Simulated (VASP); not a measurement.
# CoO (P-6m2) in VASP: a series of runs

The runs below take CoO through single point, with PBE.

All numbers are computed with VASP 6.6.1; they aren't measurements. Logs are shortened: lines on timing, memory, paths and dates and some standing lists are left out, and cuts for length are marked.

## (1) The cell of the first run

The structure is hexagonal, space group P-6m2 (No. 187). Conventional cell: a = 2.856 Å, b = 2.856 Å, c = 2.788 Å, α = 90.00°, β = 90.00°, γ = 120.00°. Within 2.9 Å of Co (site symmetry -6m2) lie 6 O at 2.16 Å and 8 Co at 2.79 to 2.86 Å. O (site symmetry -6m2) has 6 Co at 2.16 Å and 8 O at 2.79 to 2.86 Å within 2.9 Å.

## (2) Single point, PBE, collinear spin, ferromagnetic start

INCAR reads:

```
ALGO = Normal
EDIFF = 1E-6
ENCUT = 1340
GGA = PE
GGA_COMPAT = False
ISIF = 2
ISMEAR = -1
ISPIN = 2
LASPH = True
LCHARG = False
LMAXMIX = 4
LORBIT = 11
LREAL = False
LWAVE = False
MAGMOM = 2 0
NBANDS = 22
NELM = 200
PREC = Accurate
SIGMA = 0.05
```

KPOINTS reads:

```
k-points
0
Gamma
  11 11 10
```

POSCAR reads:

```
CoO
1.0
    2.8562992300      0.0000000000      0.0000000000
   -1.4281496100      2.4736276900      0.0000000000
    0.0000000000      0.0000000000      2.7876065300
Co O
1 1
Direct
    0.0000000000      0.0000000000      0.0000000000
    0.6666666667      0.3333333333      0.5000000000
```

Potentials or basis: VASP PAW PBE potentials, release 64 (Co_sv, O_h).

On the command line:

```sh
$ cat potpaw_PBE.64/Co_sv/POTCAR potpaw_PBE.64/O_h/POTCAR > POTCAR
$ mpirun -np 1 vasp_std > vasp.out
```

OUTCAR:

```text
EDIFF = 1E-6
   ENCUT = 1340
   GGA = PE
   ISIF = 2
   ISMEAR = -1
   ISPIN = 2
   LASPH = True
   LORBIT = 11
   LREAL = False
   NELM = 200
   PREC = Accurate

 ion  position               nearest neighbor table
   1  0.000  0.000  0.000-
   2  0.667  0.333  0.500-

  LATTYP: Found a hexagonal cell.
 ALAT       =     2.8562992300
 C/A-ratio  =     0.9759504539

  Lattice vectors:

 A1 = (   2.8562992300,   0.0000000000,   0.0000000000)
 A2 = (  -1.4281496100,   2.4736276900,   0.0000000000)
 A3 = (   0.0000000000,   0.0000000000,   2.7876065300)

Analysis of symmetry for initial positions (statically):
=====================================================================
 Subroutine PRICEL returns:
 Original cell was already a primitive cell.

 Routine SETGRP: Setting up the symmetry group for a
 hexagonal supercell.

 Subroutine GETGRP returns: Found 12 space group operations
 (whereof 12 operations were pure point group operations)
 out of a pool of 24 trial point group operations.

The static configuration has the point symmetry D_3h.

Analysis of symmetry for dynamics (positions and initial velocities):
=====================================================================
 Subroutine PRICEL returns:
 Original cell was already a primitive cell.

 Routine SETGRP: Setting up the symmetry group for a
 hexagonal supercell.

 Subroutine GETGRP returns: Found 12 space group operations
 (whereof 12 operations were pure point group operations)
 out of a pool of 24 trial point group operations.

The dynamic configuration has the point symmetry D_3h.

Analysis of structural, dynamic, and magnetic symmetry:
=====================================================================
 Subroutine PRICEL returns:
 Original cell was already a primitive cell.

 Routine SETGRP: Setting up the symmetry group for a
 hexagonal supercell.

 Subroutine GETGRP returns: Found 12 space group operations
 (whereof 12 operations were pure point group operations)
 out of a pool of 24 trial point group operations.

The overall configuration has the point symmetry D_3h.

 Subroutine INISYM returns: Found 12 space group operations
 (whereof 12 operations are pure point group operations),
 and found     1 'primitive' translations

----------------------------------------------------------------------------------------

                                     Primitive cell

  volume of cell :      19.6956

  direct lattice vectors                    reciprocal lattice vectors
     2.856299230  0.000000000  0.000000000     0.350103375  0.202132277  0.000000000
    -1.428149610  2.473627690  0.000000000     0.000000000  0.404264556  0.000000000
     0.000000000  0.000000000  2.787606530     0.000000000  0.000000000  0.358730685

  length of vectors
     2.856299230  2.856299224  2.787606530     0.404264555  0.404264556  0.358730685

  position of ions in fractional coordinates (direct lattice)
     0.000000000  0.000000000  0.000000000
     0.666666667  0.333333333  0.500000000

  ion indices of the primitive-cell ions
   primitive index   ion index
                 1           1
                 2           2

----------------------------------------------------------------------------------------

 KPOINTS: k-points

Automatic generation of k-mesh.
 Grid dimensions read from file:
 generate k-points for:   11   11   10

 Generating k-lattice:

  Cartesian coordinates                     Fractional coordinates (reciprocal lattice)
     0.031827580  0.018375662  0.000000000     0.090909091  0.000000000  0.000000000
     0.000000000  0.036751323  0.000000000     0.000000000  0.090909091  0.000000000
     0.000000000  0.000000000  0.035873068     0.000000000  0.000000000  0.100000000

  Length of vectors
     0.036751323  0.036751323  0.035873068

  Shift w.r.t. Gamma in fractional coordinates (k-lattice)
     0.000000000  0.000000000  0.000000000

 Subroutine IBZKPT returns following result:
 ===========================================

 Found     96 irreducible k-points:

 Following reciprocal coordinates:
            Coordinates               Weight
  0.000000  0.000000  0.000000      1.000000
  0.090909  0.000000  0.000000      6.000000
  0.181818  0.000000  0.000000      6.000000
  0.272727  0.000000  0.000000      6.000000
  0.363636 -0.000000  0.000000      6.000000
  0.454545  0.000000  0.000000      6.000000
[... 16 lines left out ...]
  0.090909  0.090909  0.100000     12.000000
  0.181818  0.090909  0.100000     24.000000
 [... further k-points ...]
   k-points           NKPTS =     96   k-points in BZ     NKDIM =     96   number of bands    NBANDS=     22
   number of dos      NEDOS =    301   number of ions     NIONS =      2
   total plane-waves  NPLWV =  46656
   dimension x,y,z NGX =    36 NGY =   36 NGZ =   36
   dimension x,y,z NGXF=    72 NGYF=   72 NGZF=   72
   ions per type =               1   1
   NGX,Y,Z   is equivalent  to a cutoff of  20.95, 20.95, 21.47 a.u.
   NGXF,Y,Z  is equivalent  to a cutoff of  41.91, 41.91, 42.94 a.u.
 SYSTEM =  unknown system
   PREC   = accura    normal or accurate (medium, high low for compatibility)
   ISTART =      0    job   : 0-new  1-cont  2-samecut
   ICHARG =      2    charge: 1-file 2-atom 10-const
   ISPIN  =      2    spin polarized calculation?
   LNONCOLLINEAR =      F non collinear calculations
   LSORBIT =      F    spin-orbit coupling
   LASPH  =      T    aspherical Exc in radial PAW
   ENCUT  = 1340.0 eV  98.49 Ry    9.92 a.u.   8.53  8.53  8.32*2*pi/ulx,y,z
   NELM   =    200;   NELMIN=  2; NELMDL= -5     # of ELM steps
   EDIFF  = 0.1E-05   stopping-criterion for ELM
   LREAL  =      F    real-space projection
[... 7 lines left out ...]
   TEBEG  =    0.0;   TEEND  =   0.0 temperature during run
   PSTRESS=    0.0 pullay stress
   NELECT =      23.0000    total number of electrons
   NUPDOWN=      -1.0000    fix difference up-down
   EMIN   =  10.00;   EMAX   =-10.00  energy-range for DOS
   EFERMI =   0.00;   METHOD = LEGACY
   ISMEAR =    -1;   SIGMA  =   0.05  broadening in eV -4-tet -1-fermi 0-gaus
   EFERMI_NEDOS =   21; number of points for ismear=-14 and -15
   IALGO  =     38    algorithm
   IMIX   =      4    mixing-type and parameters
     AMIX     =   0.40;   BMIX     =  1.00
     AMIX_MAG =   1.60;   BMIX_MAG =  1.00
  volume/ion in A,a.u.               =       9.85        66.46
  Fermi-wavevector in a.u.,A,eV,Ry     =   1.723962  3.257815 40.437111  2.972044
  Thomas-Fermi vector in A             =   2.799740
   LORBIT       =     11    0 simple, 1 ext, 2 COOP (PROOUT), +10 PAW based schemes
   GGA     = PE    functional components
   LHFCALC =     F    Hartree Fock is set to
   AEXX    =    0.0000 exact exchange contribution
   IVDW    =     0    specifies the selected vdW correction
   LEPSILON=     F    determine dielectric tensor
   LRPA    =     F    only Hartree local field effects (RPA)
 spin polarized calculation
  energy-cutoff  :     1340.00
  volume of cell :       19.70
 maximum number of plane-waves:      2248
 NGX is ok and might be reduce to    36
   NGX = 17   NGY = 17   NGZ = 17

 number of electron      22.9999998 magnetization       2.9993304

 Free energy of the ion-electron system (eV)
  ---------------------------------------------------
  ext. energy  EPLUGINS =         0.00000000
  ---------------------------------------------------
  free energy    TOTEN  =       -13.00474707 eV

  energy without entropy =      -12.97637793  energy(sigma->0) =      -12.99056250

 E-fermi :   8.9843     XC(G=0): -12.6122

 val. band max:        8.9838450674   @ k =   0.2727   0.0909   0.3000
 cond. band min:       8.9870879564   @ k =   0.2727   0.0000   0.1000
 fundamental gap:      0.0032428890
 Fermi energy:         8.9842703557

 spin component 1

 k-point     1 :       0.0000    0.0000    0.0000
  band No.  band energies     occupation
      1     -88.2133      1.00000
      2     -51.6200      1.00000
      3     -51.3569      1.00000
      4     -51.3569      1.00000
      5     -11.1622      1.00000
      6       4.2532      1.00000
[... 14 lines left out ...]
     21      34.4792      0.00000
     22      38.9170      0.00000

 k-point     2 :       0.0909    0.0000    0.0000
  band No.  band energies     occupation
      1     -88.2129      1.00000
      2     -51.6196      1.00000
      3     -51.3610      1.00000
      4     -51.3579      1.00000
      5     -11.0823      1.00000
      6       3.9643      1.00000
[... 542 lines left out ...]
 k-point    24 :       0.1818    0.0909    0.1000
  band No.  band energies     occupation
      1     -88.2105      1.00000
      2     -51.6218      1.00000
      3     -51.3799      1.00000
      4     -51.3635      1.00000
      5     -10.6023      1.00000
      6       2.8308      1.00000
[... 14 lines left out ...]
     21      36.1543      0.00000
     22      37.7510      0.00000

 [... further k-points ...]

 spin component 2

 k-point     1 :       0.0000    0.0000    0.0000
  band No.  band energies     occupation
      1     -85.1329      1.00000
      2     -48.4508      1.00000
      3     -48.4319      1.00000
      4     -48.4319      1.00000
      5     -10.5351      1.00000
      6       5.5710      1.00000
[... 14 lines left out ...]
     21      35.1304      0.00000
     22      39.1813      0.00000

 k-point     2 :       0.0909    0.0000    0.0000
  band No.  band energies     occupation
      1     -85.1325      1.00000
      2     -48.4503      1.00000
      3     -48.4367      1.00000
      4     -48.4331      1.00000
      5     -10.4514      1.00000
      6       5.1424      1.00000
[... 542 lines left out ...]
 k-point    24 :       0.1818    0.0909    0.1000
  band No.  band energies     occupation
      1     -85.1298      1.00000
      2     -48.4589      1.00000
      3     -48.4529      1.00000
      4     -48.4395      1.00000
      5      -9.9462      1.00000
      6       3.6679      1.00000
[... 14 lines left out ...]
     21      36.5684      0.00000
     22      38.1853      0.00000

 [... further k-points ...]

------------------------ aborting loop because EDIFF is reached ----------------------------------------

  FORCE on cell =-STRESS in cart. coord.  units (eV):
  Direction    XX          YY          ZZ          XY          YZ          ZX
  --------------------------------------------------------------------------------------
  -------------------------------------------------------------------------------------
  Total       -0.8785050     -0.8785050     -1.4297674     -0.0000000      0.0000000      0.0000000
  in kB      -71.4636658    -71.4636656   -116.3071665     -0.0000001      0.0000000      0.0000000
  external PRESSURE =     -86.4114993 kB  Pullay stress =       0.0000000 kB

 VOLUME and BASIS-vectors are now :
 -----------------------------------------------------------------------------
  energy-cutoff  :     1340.00
  volume of cell :       19.70
      direct lattice vectors                 reciprocal lattice vectors
     2.856299230  0.000000000  0.000000000     0.350103375  0.202132277  0.000000000
    -1.428149610  2.473627690  0.000000000     0.000000000  0.404264556  0.000000000
     0.000000000  0.000000000  2.787606530     0.000000000  0.000000000  0.358730685

 POSITION                                       TOTAL-FORCE (eV/Angst)
 -----------------------------------------------------------------------------------
      0.00000      0.00000      0.00000         0.000000      0.000000      0.000000
      1.42815      0.82454      1.39380        -0.000000     -0.000000      0.000000
 -----------------------------------------------------------------------------------
    total drift:                               -0.000000      0.000000      0.000000

  FREE ENERGIE OF THE ION-ELECTRON SYSTEM (eV)
  ---------------------------------------------------
  free  energy   TOTEN  =       -13.0047470723 eV

  energy  without entropy=      -12.9763779269  energy(sigma->0) =      -12.99056250

 total charge

# of ion       s       p       d       tot
------------------------------------------
    1        2.144   6.066   6.642  14.851
    2        1.049   2.278   0.000   3.326
--------------------------------------------------
tot          3.193   8.343   6.642  18.178

 magnetization (x)

# of ion       s       p       d       tot
------------------------------------------
    1        0.006   0.007   2.521   2.534
    2        0.023   0.273   0.000   0.297
--------------------------------------------------
tot          0.029   0.280   2.521   2.830
```

Run time: 8.6 min. Hardware: 1 thread of Intel Xeon Platinum 8259CL at 2.50GHz (Skylake/Cascade Lake), shared host; peak memory 0.42 GiB.

What came out:

```
Free energy                                           : -13.0047 eV
Pressure                                              : -8.6 GPa
Band gap on the k mesh                                : zero (filled and empty bands overlap)
Net moment                                            : 3.00 μB per cell
Site moments                                          : Co +2.53; O +0.30 μB
Valence electrons inside the program's atomic spheres : Co 14.85; O 3.33
```

Caveat: the cell stands under tension; a cell with one magnetic atom can't hold antiferromagnetic order, which such compounds often take; semilocal functionals often make such compounds metallic where correlation or magnetic order opens a gap, which also shifts bond lengths.

## (3) Single point, PBE, collinear spin, ferromagnetic start

This run uses another cell than the first one, of 10.04 Å³/atom.

INCAR reads:

```
SYSTEM = CoO
ALGO = Normal ; EDIFF = 1E-6
ENCUT = 1340 ; GGA = PE
GGA_COMPAT = .FALSE. ; ISIF = 2
ISMEAR = -1 ; ISPIN = 2
LASPH = .TRUE. ; LCHARG = .FALSE.
LMAXMIX = 4 ; LORBIT = 11
LREAL = .FALSE. ; LWAVE = .FALSE.
MAGMOM = 2 0 ; NBANDS = 22
NELM = 200 ; PREC = Accurate
SIGMA = 0.05
```

KPOINTS reads:

```
k-points
0
G
  11 11 10
  0 0 0
```

POSCAR reads:

```
CoO
1.0
    2.8752156702      0.0000000000      0.0000000000
   -1.4376078301      2.4900098078      0.0000000000
    0.0000000000      0.0000000000      2.8060680384
Co O
1 1
Direct
    0.0000000000      0.0000000000      0.0000000000
    0.6666666667      0.3333333333      0.5000000000
```

Potentials or basis: VASP PAW PBE potentials, release 64 (Co_sv, O_h).

On the command line:

```sh
$ cat potpaw_PBE.64/Co_sv/POTCAR potpaw_PBE.64/O_h/POTCAR > POTCAR
$ mpirun -np 1 vasp_std > vasp.out
```

Run time: 4.5 min. Hardware: 1 thread of Intel Xeon Platinum 8259CL at 2.50GHz (Skylake/Cascade Lake), shared host; peak memory 0.42 GiB.

The run converged. Its results:

* Free energy: -12.9817 eV
* Pressure: -11.6 GPa
* Band gap on the k mesh: zero (filled and empty bands overlap)
* Net moment: 3.00 μB per cell
* Site moments: Co +2.54; O +0.29 μB
* Valence electrons inside the program's atomic spheres: Co 14.84; O 3.32

Stress tensor (GPa, compression positive):
```
 -9.84   0.00   0.00
  0.00  -9.84   0.00
  0.00   0.00 -15.10
```

Levels at points of the mesh, in eV from the Fermi level:
Spin up:
| k point | band 10 | band 11 | band 12 | band 13 | band 14 | band 15 | band 16 | band 17 |
| --- | --- | --- | --- | --- | --- | --- | --- | --- |
| (0.00, 0.00, 0.00) | -2.95 | -2.95 | -1.04 | -1.04 | 0.35 | 14.22 | 15.79 | 15.79 |
| (0.00, 0.00, 0.50) | -3.21 | -2.17 | -1.24 | -1.24 | 6.33 | 6.58 | 20.52 | 20.52 |
Spin down:
| k point | band 8 | band 9 | band 10 | band 11 | band 12 | band 13 |
| --- | --- | --- | --- | --- | --- | --- |
| (0.00, 0.00, 0.00) | -2.88 | -2.51 | 0.38 | 0.38 | 0.74 | 0.74 |
| (0.00, 0.00, 0.50) | -2.69 | -0.89 | -0.89 | -0.23 | 1.00 | 1.00 |

Caveat: the stress differs along the axes, from -15 to -10 GPa; a cell with one magnetic atom can't hold antiferromagnetic order, which such compounds often take; semilocal functionals often make such compounds metallic where correlation or magnetic order opens a gap, which also shifts bond lengths. With open d or f shells a metallic result of PBE can be an artefact of self-interaction; +U or a hybrid may open a gap.

## (4) Single point, PBE, collinear spin, ferromagnetic start

INCAR reads:

```
SYSTEM = CoO
PREC     = Accurate       ! precision mode
ENCUT    = 700            ! plane-wave cutoff, eV
EDIFF    = 1E-6           ! SCF threshold, eV
ISMEAR   = 0              ! smearing method
SIGMA    = 0.05           ! smearing width, eV
LREAL    = .False.        ! projectors in reciprocal space
LASPH    = .True.         ! aspherical terms in the spheres
NELM     = 200            ! most SCF steps
ALGO     = Normal         ! electronic algorithm
ISIF     = 2              ! what is computed and relaxed
LWAVE    = .False.        ! write WAVECAR
LCHARG   = .False.        ! write CHGCAR
ISPIN    = 2              ! spin polarisation
MAGMOM   = 2 0            ! initial moments
LORBIT   = 11             ! projections on sites
LMAXMIX  = 4              ! l up to which the mixer works
GGA      = PE             ! functional
NBANDS   = 22             ! bands
GGA_COMPAT= .False.
```

KPOINTS reads:

```
regular mesh
0
Gamma
  8 8 7
  0 0 0
```

POSCAR reads:

```
CoO
1.0
    2.8562992300      0.0000000000      0.0000000000
   -1.4281496100      2.4736276900      0.0000000000
    0.0000000000      0.0000000000      2.7876065300
Co O
1 1
Direct
    0.0000000000      0.0000000000      0.0000000000
    0.6666666667      0.3333333333      0.5000000000
```

Potentials or basis: VASP PAW PBE potentials, release 64 (Co_sv, O).

On the command line:

```sh
$ cat potpaw_PBE.64/Co_sv/POTCAR potpaw_PBE.64/O/POTCAR > POTCAR
$ mpirun -np 1 vasp_std > vasp.out
```

Wall time 48 s (1 thread of Intel Xeon Platinum 8488C (Sapphire Rapids), shared host); peak memory 0.18 GiB.

The run converged. Its results:

* Free energy: -12.9874 eV
* Pressure: -8.9 GPa
* Band gap on the k mesh: zero (filled and empty bands overlap)
* Net moment: 3.00 μB per cell
* Site moments: Co +2.53; O +0.39 μB
* Valence electrons inside the program's atomic spheres: Co 14.85; O 4.95

Stress tensor (GPa, compression positive):
```
 -7.21   0.00   0.00
  0.00  -7.21   0.00
  0.00   0.00 -12.29
```

Levels at points of the mesh, in eV from the Fermi level:
Spin up:
```tsv
k point	band 9	band 10	band 11	band 12	band 13	band 14	band 15	band 16	band 17	band 18
(0.00, 0.00, 0.00)	-3.60	-2.96	-2.96	-1.05	-1.05	0.44	14.30	15.95	15.95	17.86
(0.50, 0.00, 0.00)	-3.89	-3.09	-2.08	-2.05	-0.71	5.28	8.28	14.51	16.53	16.85
```
Spin down:
```tsv
k point	band 6	band 7	band 8	band 9	band 10	band 11	band 12	band 13	band 14	band 15
(0.00, 0.00, 0.00)	-3.41	-3.41	-2.96	-2.57	0.33	0.33	0.75	0.75	1.05	14.69
(0.50, 0.00, 0.00)	-7.17	-3.72	-3.10	-2.14	0.14	0.15	0.35	1.64	5.68	9.14
```

Caveat: the stress differs along the axes, from -12 to -7 GPa; a cell with one magnetic atom can't hold antiferromagnetic order, which such compounds often take; semilocal functionals often make such compounds metallic where correlation or magnetic order opens a gap, which also shifts bond lengths. With open d or f shells a metallic result of PBE can be an artefact of self-interaction; +U or a hybrid may open a gap.

## (5) Overview

```tsv
potentials or basis	cell	k mesh	cutoff (eV)	smearing	gap on the mesh (eV)	pressure (GPa)	moment (μB)
VASP PAW PBE potentials, release 64 (Co_sv, O_h)	a = 2.856, b = 2.856, c = 2.788 Å, angles 90.0, 90.0, 120.0°, 2 atoms	11 × 11 × 10	1340	fermi-dirac 0.05 eV	none	-8.6	3.00
VASP PAW PBE potentials, release 64 (Co_sv, O_h)	a = 2.875, b = 2.875, c = 2.806 Å, angles 90.0, 90.0, 120.0°, 2 atoms	11 × 11 × 10	1340	fermi-dirac 0.05 eV	none	-11.6	3.00
VASP PAW PBE potentials, release 64 (Co_sv, O)	a = 2.856, b = 2.856, c = 2.788 Å, angles 90.0, 90.0, 120.0°, 2 atoms	8 × 8 × 7	700	gaussian 0.05 eV	none	-8.9	3.00
```

Alike in all rows: task single point; level PBE; spin collinear, ferromagnetic start.

Caveats: a cell with one magnetic atom can't hold antiferromagnetic order, which such compounds often take; semilocal functionals often make such compounds metallic where correlation or magnetic order opens a gap, which also shifts bond lengths; the cell stands under tension (at least some runs); the stress differs along the axes, from -15 to -10 GPa (at least some runs); the stress differs along the axes, from -12 to -7 GPa (at least some runs).

Total energies depend on the potentials used, so only differences within one code and one set of settings carry meaning.
